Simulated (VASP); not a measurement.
# Ba (Pm-3m) in VASP: further runs

Runs on Ba. Level: PBE. Tasks: single point.

Everything below comes from runs of VASP 6.6.1. Logs are shortened: lines on timing, memory, paths and dates and some standing lists are left out, and cuts for length are marked.

### Step 1. The cell of the first run

Symmetry: Pm-3m, No. 221, cubic system. The conventional cell has a = 2.985 Å, b = 2.985 Å, c = 2.985 Å, α = 90.00°, β = 90.00°, γ = 90.00°. Within 3.9 Å of Ba (site symmetry m-3m) lie 6 Ba at 2.99 Å.

This isn't the form of Ba at room conditions, which is bcc.

### Step 2. Single point, PBE (26.60 Å³/atom)

INCAR

```
SYSTEM = Ba
  ALGO = Normal
  EDIFF = 1E-6
  ENCUT = 520
  GGA = PE
  ISIF = 2
  ISMEAR = -1
  LASPH = .TRUE.
  LCHARG = .FALSE.
  LREAL = .FALSE.
  LWAVE = .FALSE.
  NBANDS = 11
  NELM = 80
  PREC = Accurate
  SIGMA = 0.08
```

KPOINTS

```
k-points
0
G
  9 9 9
  0 0 0
```

POSCAR

```
Ba
1.0
    2.9851032339      0.0000000000      0.0000000000
    0.0000000000      2.9851032339      0.0000000000
    0.0000000000      0.0000000000      2.9851032339
Ba
1
Direct
    0.0000000000      0.0000000000      0.0000000000
```

Potentials or basis: VASP PAW PBE potentials, release 64 (Ba_sv).

Run with:

```sh
$ cat potpaw_PBE.64/Ba_sv/POTCAR > POTCAR
$ mpirun -np 1 vasp_std > vasp.out
```

OUTCAR:

```text
SYSTEM = Ba
   EDIFF = 1E-6
   ENCUT = 520
   GGA = PE
   ISIF = 2
   ISMEAR = -1
   LASPH = .TRUE.
   LREAL = .FALSE.
   NELM = 80
   PREC = Accurate

 ion  position               nearest neighbor table
   1  0.000  0.000  0.000-

  LATTYP: Found a simple cubic cell.
 ALAT       =     2.9851032339

  Lattice vectors:

 A1 = (   2.9851032339,   0.0000000000,   0.0000000000)
 A2 = (   0.0000000000,   2.9851032339,   0.0000000000)
 A3 = (   0.0000000000,   0.0000000000,   2.9851032339)

Analysis of symmetry for initial positions (statically):
=====================================================================
 Subroutine PRICEL returns:
 Original cell was already a primitive cell.

 Routine SETGRP: Setting up the symmetry group for a
 simple cubic supercell.

 Subroutine GETGRP returns: Found 48 space group operations
 (whereof 48 operations were pure point group operations)
 out of a pool of 48 trial point group operations.

The static configuration has the point symmetry O_h .

Analysis of symmetry for dynamics (positions and initial velocities):
=====================================================================
 Subroutine PRICEL returns:
 Original cell was already a primitive cell.

 Routine SETGRP: Setting up the symmetry group for a
 simple cubic supercell.

 Subroutine GETGRP returns: Found 48 space group operations
 (whereof 48 operations were pure point group operations)
 out of a pool of 48 trial point group operations.

The dynamic configuration has the point symmetry O_h .

 Subroutine INISYM returns: Found 48 space group operations
 (whereof 48 operations are pure point group operations),
 and found     1 'primitive' translations

----------------------------------------------------------------------------------------

                                     Primitive cell

  volume of cell :      26.5998

  direct lattice vectors                    reciprocal lattice vectors
     2.985103234  0.000000000  0.000000000     0.334996790  0.000000000  0.000000000
     0.000000000  2.985103234  0.000000000     0.000000000  0.334996790  0.000000000
     0.000000000  0.000000000  2.985103234     0.000000000  0.000000000  0.334996790

  length of vectors
[... 81 lines left out ...]
   LREAL  =      F    real-space projection
   EDIFFG = 0.1E-04   stopping-criterion for IOM
   NSW    =      0    number of steps for IOM
   IBRION =     -1    ionic relax: 0-MD 1-quasi-New 2-CG
   NFREE  =      0    steps in history (QN), initial steepest desc. (CG)
   ISIF   =      2    stress and relaxation
   ISYM   =      2    0-nonsym 1-usesym 2-fastsym
   POTIM  = 0.5000    time-step for ionic-motion
   TEBEG  =    0.0;   TEEND  =   0.0 temperature during run
   PSTRESS=    0.0 pullay stress
   NELECT =      10.0000    total number of electrons
   NUPDOWN=      -1.0000    fix difference up-down
   EMIN   =  10.00;   EMAX   =-10.00  energy-range for DOS
   EFERMI =   0.00;   METHOD = LEGACY
   ISMEAR =    -1;   SIGMA  =   0.08  broadening in eV -4-tet -1-fermi 0-gaus
   EFERMI_NEDOS =   21; number of points for ismear=-14 and -15
   IALGO  =     38    algorithm
   IMIX   =      4    mixing-type and parameters
     AMIX     =   0.40;   BMIX     =  1.00
     AMIX_MAG =   1.60;   BMIX_MAG =  1.00
  volume/ion in A,a.u.               =      26.60       179.50
  Fermi-wavevector in a.u.,A,eV,Ry     =   1.181541  2.232789 18.994267  1.396039
  Thomas-Fermi vector in A             =   2.317812
   LORBIT       =      0    0 simple, 1 ext, 2 COOP (PROOUT), +10 PAW based schemes
   GGA     = PE    functional components
   LHFCALC =     F    Hartree Fock is set to
   AEXX    =    0.0000 exact exchange contribution
   IVDW    =     0    specifies the selected vdW correction
   LEPSILON=     F    determine dielectric tensor
   LRPA    =     F    only Hartree local field effects (RPA)
 non-spin polarized calculation
  energy-cutoff  :      520.00
  volume of cell :       26.60
 maximum number of plane-waves:       739
 NGX is ok and might be reduce to    24
   NGX = 11   NGY = 11   NGZ = 11

 number of electron      10.0000001 magnetization

 Free energy of the ion-electron system (eV)
  ---------------------------------------------------
  ext. energy  EPLUGINS =         0.00000000
  ---------------------------------------------------
  free energy    TOTEN  =         0.06150800 eV

  energy without entropy =        0.08296750  energy(sigma->0) =        0.07223775

 E-fermi :   6.1240     XC(G=0): -10.7323

 val. band max:        6.1000507910   @ k =   0.3333   0.0000   0.0000
 cond. band min:       6.1352920957   @ k =   0.1111   0.1111   0.0000
 fundamental gap:      0.0352413047
 Fermi energy:         6.1240404315

 k-point     1 :       0.0000    0.0000    0.0000
  band No.  band energies     occupation
      1     -23.8703      2.00000
      2      -5.9913      2.00000
      3      -5.9913      2.00000
      4      -5.9913      2.00000
      5       4.4420      2.00000
      6       4.7224      2.00000
      7       4.7224      2.00000
      8      16.6938      0.00000
      9      16.6938      0.00000
     10      16.6938      0.00000
     11      20.1864      0.00000
[... 309 lines left out ...]
 k-point    24 :       0.4444    0.3333    0.1111
  band No.  band energies     occupation
      1     -22.2335      2.00000
      2     -10.1344      2.00000
      3      -9.0560      2.00000
      4      -5.6305      2.00000
      5       3.5075      2.00000
      6       8.6689      0.00000
      7       9.3035      0.00000
      8      10.6589      0.00000
      9      15.0235      0.00000
     10      16.0243      0.00000
     11      18.5252      0.00000

 [... further k-points ...]

------------------------ aborting loop because EDIFF is reached ----------------------------------------

  FORCE on cell =-STRESS in cart. coord.  units (eV):
  Direction    XX          YY          ZZ          XY          YZ          ZX
  --------------------------------------------------------------------------------------
  -------------------------------------------------------------------------------------
  Total        5.3232434      5.3232434      5.3232434      0.0000000      0.0000000     -0.0000000
  in kB      320.6334610    320.6334610    320.6334610      0.0000000      0.0000000     -0.0000000
  external PRESSURE =     320.6334610 kB  Pullay stress =       0.0000000 kB

 VOLUME and BASIS-vectors are now :
 -----------------------------------------------------------------------------
  energy-cutoff  :      520.00
  volume of cell :       26.60
      direct lattice vectors                 reciprocal lattice vectors
     2.985103234  0.000000000  0.000000000     0.334996790  0.000000000  0.000000000
     0.000000000  2.985103234  0.000000000     0.000000000  0.334996790  0.000000000
     0.000000000  0.000000000  2.985103234     0.000000000  0.000000000  0.334996790

 POSITION                                       TOTAL-FORCE (eV/Angst)
 -----------------------------------------------------------------------------------
      0.00000      0.00000      0.00000         0.000000      0.000000      0.000000
 -----------------------------------------------------------------------------------
    total drift:                               -0.000000      0.000000      0.000000

  FREE ENERGIE OF THE ION-ELECTRON SYSTEM (eV)
  ---------------------------------------------------
  free  energy   TOTEN  =         0.0615079962 eV

  energy  without entropy=        0.0829674991  energy(sigma->0) =        0.07223775
```

stdout:

```text
POSCAR found type information on POSCAR Ba
 POSCAR found :  1 types and       1 ions
 scaLAPACK will be used
 LDA part: xc-table for (Slater+PW92), standard interpolation
 POSCAR, INCAR and KPOINTS ok, starting setup
 FFT: planning ... GRIDC
 FFT: planning ... GRID_SOFT
 FFT: planning ... GRID
 WAVECAR not read
 entering main loop
```

Wall time 7.8 s (1 thread of Intel Xeon 8259CL, shared host); peak memory 0.14 GiB.

Results:

```yaml
Free_energy: 0.0615 eV
Pressure: 32.1 GPa
Band_gap_on_the_k_mesh: zero (bands 5 and 6 overlap by 2.66 eV)
```

Caveat: the cell stands under pressure; spin-orbit coupling is left out, which moves the levels of the heavy elements.

### Step 3. Single point, PBE (26.60 Å³/atom)

INCAR

```
ALGO = Normal ; EDIFF = 1E-6
ENCUT = 520 ; GGA = PE
ISIF = 2 ; ISMEAR = -1
LASPH = T ; LCHARG = T
LELF = T ; LREAL = F
LVHAR = T ; LWAVE = F
NBANDS = 11 ; NELM = 60
PREC = Accurate ; SIGMA = 0.08
```

KPOINTS

```
k-points
0
Gamma
  9 9 9
```

POSCAR is that of step 2.

Potentials or basis: VASP PAW PBE potentials, release 64 (Ba_sv).

Run with:

```sh
$ cat potpaw_PBE.64/Ba_sv/POTCAR > POTCAR
$ mpirun -np 1 vasp_std > vasp.out
```

OUTCAR:

```text
EDIFF = 1E-6
   ENCUT = 520
   GGA = PE
   ISIF = 2
   ISMEAR = -1
   LASPH = T
   LREAL = F
   NELM = 60
   PREC = Accurate

 ion  position               nearest neighbor table
   1  0.000  0.000  0.000-

  LATTYP: Found a simple cubic cell.
 ALAT       =     2.9851032339

  Lattice vectors:

 A1 = (   2.9851032339,   0.0000000000,   0.0000000000)
 A2 = (   0.0000000000,   2.9851032339,   0.0000000000)
 A3 = (   0.0000000000,   0.0000000000,   2.9851032339)

[... 513 lines left out ...]
     11      18.5252      0.00000

 [... further k-points ...]

------------------------ aborting loop because EDIFF is reached ----------------------------------------

  FORCE on cell =-STRESS in cart. coord.  units (eV):
  Direction    XX          YY          ZZ          XY          YZ          ZX
  --------------------------------------------------------------------------------------
  -------------------------------------------------------------------------------------
  Total        5.3232434      5.3232434      5.3232434      0.0000000      0.0000000     -0.0000000
  in kB      320.6334610    320.6334610    320.6334610      0.0000000      0.0000000     -0.0000000
  external PRESSURE =     320.6334610 kB  Pullay stress =       0.0000000 kB

 VOLUME and BASIS-vectors are now :
 -----------------------------------------------------------------------------
  energy-cutoff  :      520.00
  volume of cell :       26.60
      direct lattice vectors                 reciprocal lattice vectors
     2.985103234  0.000000000  0.000000000     0.334996790  0.000000000  0.000000000
     0.000000000  2.985103234  0.000000000     0.000000000  0.334996790  0.000000000
     0.000000000  0.000000000  2.985103234     0.000000000  0.000000000  0.334996790

 POSITION                                       TOTAL-FORCE (eV/Angst)
 -----------------------------------------------------------------------------------
      0.00000      0.00000      0.00000         0.000000      0.000000      0.000000
 -----------------------------------------------------------------------------------
    total drift:                               -0.000000      0.000000      0.000000

  FREE ENERGIE OF THE ION-ELECTRON SYSTEM (eV)
  ---------------------------------------------------
  free  energy   TOTEN  =         0.0615079962 eV

  energy  without entropy=        0.0829674991  energy(sigma->0) =        0.07223775
```

OSZICAR:

```text
N       E                     dE             d eps       ncg     rms          rms(c)
DAV:   1     0.486992312964E+02    0.48699E+02   -0.52160E+03   770   0.837E+02
DAV:   2     0.124066753627E+01   -0.47459E+02   -0.45973E+02   987   0.161E+02
DAV:   3    -0.143683316811E+00   -0.13844E+01   -0.13723E+01   954   0.242E+01
DAV:   4    -0.158442930326E+00   -0.14760E-01   -0.14755E-01   934   0.265E+00
DAV:   5    -0.158713700191E+00   -0.27077E-03   -0.27076E-03  1011   0.277E-01    0.113E+01
DAV:   6    -0.304360336281E-02    0.15567E+00   -0.11461E-01   967   0.245E+00    0.618E+00
DAV:   7     0.611091457956E-01    0.64153E-01   -0.13725E-01  1106   0.289E+00    0.302E-01
DAV:   8     0.615452049416E-01    0.43606E-03   -0.32922E-03   864   0.461E-01    0.712E-02
DAV:   9     0.615151984396E-01   -0.30007E-04   -0.56332E-05   896   0.679E-02    0.203E-02
DAV:  10     0.615089931835E-01   -0.62053E-05   -0.13353E-05   973   0.278E-02    0.405E-03
DAV:  11     0.615079962163E-01   -0.99697E-06   -0.23919E-06  1074   0.123E-02
   1 F= 0.61507996E-01 E0= 0.72237748E-01  d E =-.214595E-01
```

stdout:

```text
POSCAR found type information on POSCAR Ba
 POSCAR found :  1 types and       1 ions
 scaLAPACK will be used
 LDA part: xc-table for (Slater+PW92), standard interpolation
 POSCAR, INCAR and KPOINTS ok, starting setup
 FFT: planning ... GRIDC
 FFT: planning ... GRID_SOFT
 FFT: planning ... GRID
 WAVECAR not read
 entering main loop
```

Run time: 9.1 s. Hardware: 1 thread of Intel Xeon 8259CL, shared host; peak memory 0.14 GiB.

What came out:

```yaml
Free_energy: 0.0615 eV
Pressure: 32.1 GPa
Band_gap_on_the_k_mesh: zero (bands 5 and 6 overlap by 2.66 eV)
```

Levels at points of the mesh, in eV from the Fermi level:
```csv
k point,band 3,band 4,band 5,band 6,band 7,band 8
"(0.00, 0.00, 0.00)",-12.12,-12.12,-1.68,-1.40,-1.40,10.57
```

Caveat: the cell stands under pressure; spin-orbit coupling is left out, which moves the levels of the heavy elements.

The gap in the log of VASP goes by the Fermi energy; the results here count the filled bands.